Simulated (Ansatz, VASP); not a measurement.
## BiTe in VASP and in Ansatz

```xyz
2
Lattice="0.0000 3.2350 3.2350 3.2350 0.0000 3.2350 3.2350 3.2350 0.0000" Properties=species:S:1:pos:R:3 pbc="T T T"
Bi    0.0000    0.0000    0.0000
Te    3.2350    3.2350    3.2350
```

Alike in both runs: task single point; functional PBE; k mesh 4 × 4 × 4; occupations fermi-dirac, width 0.02 eV; no spin polarisation.

|  | VASP | Ansatz |
| --- | --- | --- |
| version | VASP 6.6.1 | Ansatz 0.2.0 |
| potentials or method | VASP PAW PBE potentials, release 64 (Bi_d, Te), cutoff 520 eV | all-electron LAPW, scalar-relativistic |

|  | VASP | Ansatz | Ansatz less VASP |
| --- | --- | --- | --- |
| gap on the k mesh at the Fermi level (eV) | none | none | - |
| pressure (GPa) | 0.4 | 0.5 | +0.07 |

A gap of «none» marks a metal or a gap that the smearing closes. Ansatz ran all-electron here, and VASP with PAW potentials.

The k mesh is coarse, so the values compare programs but aren't converged. Spin-orbit coupling is off throughout.
